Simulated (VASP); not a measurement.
MnGe: relaxation of volume and atoms at fixed shape with LDA

Crystal: MnGe.

```
Mn Ge
1.0
     4.57389    0.00000    0.00000
     0.00000    4.57389    0.00000
     0.00000    0.00000    4.57389
Mn Ge
4 4
Direct
  0.13613 0.13613 0.13613
  0.63613 0.36387 0.86387
  0.86387 0.63613 0.36387
  0.36387 0.86387 0.63613
  0.84341 0.84341 0.84341
  0.34341 0.65659 0.15659
  0.15659 0.34341 0.65659
  0.65659 0.15659 0.34341
```

| Property | Result |
| --- | --- |
| Program | VASP 6.6.1 |
| Task | relaxation of volume and atoms at fixed shape |
| Functional | LDA |
| Potentials or basis | VASP PAW LDA potentials, release 64 (Mn_pv, Ge_d) |
| Cutoff | 600 eV |
| k mesh | 8 × 8 × 8 |
| Occupations | gaussian, width 0.05 eV |
| Spin | no spin polarisation |
| Target pressure | 5 GPa |
| Dipole correction | no |
| Further INCAR settings | ALGO = Normal; EDIFF = 1e-06; IBRION = 2; EDIFFG = -0.01; NSW = 60; ISIF = 8 |

- Relaxed volume: 11.73 Å³/atom
- Relaxed cell: a = 4.544 Å, b = 4.544 Å, c = 4.544 Å, α = 90.00°, β = 90.00°, γ = 90.00°
- Space group after relaxing (to 0.05 Å): P2_13 (No. 198)
- Energy change on relaxing (the enthalpy is what falls): +4.0 meV/atom
- Ionic steps: 6
- Pressure after relaxing: 5.0 GPa
- Largest force after relaxing: 0.009 eV/Å
- Band gap on the k mesh: zero (band 54 reaches 10.89 eV, above the bottom of band 55 at 10.51 eV)

Forces in eV/Å, atoms in the order of the input:
```
Mn  -0.001 -0.001 -0.001
Mn  -0.001  0.001  0.001
Mn   0.001 -0.001  0.001
Mn   0.001  0.001 -0.001
Ge   0.005  0.005  0.005
Ge   0.005 -0.005 -0.005
Ge  -0.005  0.005 -0.005
Ge  -0.005 -0.005  0.005
```

The path:
| step | energy change (eV) | largest force (eV/Å) | pressure (GPa) | volume (Å³) |
| --- | --- | --- | --- | --- |
| 1 | 0.0000 | 0.0307 | 0.60 | 95.69 |
| 2 | 0.1791 | 0.2330 | 12.68 | 91.21 |
| 3 | 0.0302 | 0.1049 | 4.92 | 93.96 |
| 4 | 0.0313 | 0.1061 | 5.09 | 93.92 |
| 5 | 0.0315 | 0.0412 | 5.02 | 93.87 |
| 6 | 0.0324 | 0.0094 | 5.02 | 93.83 |

Final structure:
```
Mn Ge
1.0
     4.54413    0.00000    0.00000
     0.00000    4.54413    0.00000
     0.00000    0.00000    4.54413
Mn Ge
4 4
Cartesian
  0.6233 0.6233 0.6233
  2.8954 1.6488 3.9208
  3.9208 2.8954 1.6488
  1.6488 3.9208 2.8954
  3.8334 3.8334 3.8334
  1.5613 2.9828 0.7107
  0.7107 1.5613 2.9828
  2.9828 0.7107 1.5613
```

Levels at points of the mesh, in eV from the Fermi level:
| k point | band 51 | band 52 | band 53 | band 54 | band 55 | band 56 | band 57 | band 58 |
| --- | --- | --- | --- | --- | --- | --- | --- | --- |
| (0.00, 0.00, 0.00) | -1.49 | 0.22 | 0.22 | 0.22 | 0.30 | 0.30 | 1.08 | 1.08 |
| (0.50, 0.00, 0.00) | -0.76 | -0.76 | 0.00 | 0.00 | 0.44 | 0.44 | 0.64 | 0.64 |
| (0.50, 0.50, 0.00) | -0.76 | -0.76 | -0.59 | -0.59 | 0.03 | 0.03 | 1.10 | 1.10 |
| (0.50, 0.50, 0.50) | -0.37 | -0.37 | -0.09 | -0.09 | -0.09 | -0.09 | 0.85 | 0.85 |

It took 13 min on 1 thread of Intel(R) Xeon(R) Platinum 8559C (Emerald Rapids), with other jobs on the host, peak memory 0.36 GiB.

Caveat: the cell is relaxed towards a set pressure, so the enthalpy falls and the energy may rise. Spin polarisation is off, so any magnetic state and its effect on volume and gap are missing.
